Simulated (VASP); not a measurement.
Input of a VASP 6.6.1 run:

Contents of INCAR:

```
SYSTEM = B
PREC = Accurate
ENCUT = 500
EDIFF = 1E-6
ISMEAR = 0
SIGMA = 0.2
LREAL = .FALSE.
LASPH = .TRUE.
NELM = 120
ALGO = Normal
ISIF = 2
LWAVE = .FALSE.
LCHARG = .FALSE.
GGA = PE
NBANDS = 18
GGA_COMPAT = .FALSE.
```

Contents of KPOINTS:

```
Automatic mesh
0
G
  8 8 4
  0 0 0
```

POSCAR

```
B
1.0
   -2.7744666241     -0.3252321207     -0.7204570227
   -0.7109397833     -0.3252067943     -2.8485995640
   -0.6525681661     -5.8621498396     -0.6709475631
B
6
Direct
    0.8396867472      1.1556611813      0.4961690944
    0.1921343761      1.0210753637     -0.0701823711
    0.9050054786      0.7444290797      0.7786975758
    0.0950056467      0.9222139268      0.2213035780
    0.8078465173      0.6456099000      1.0701806186
    1.1603212340      0.5110105482      0.5038315042
```

Potentials or basis: VASP PAW PBE potentials, release 64 (B).

The run is started by

```console
$ cat potpaw_PBE.64/B/POTCAR > POTCAR
$ mpirun -np 1 vasp_std > vasp.out
```

Question: Estimate the band gap on the k mesh.

Answer: Zero (bands 9 and 10 overlap by 3.77 eV).

Question: Predict the largest force.

Answer: 0.016 eV/Å.

Question: Predict the pressure.

Answer: 0.1 GPa.

Forces on the atoms (eV/Å):
```
B   -0.005  0.001 -0.005
B    0.005  0.004 -0.004
B   -0.005  0.015  0.001
B    0.005 -0.015 -0.002
B   -0.006 -0.004  0.004
B    0.005 -0.001  0.005
```
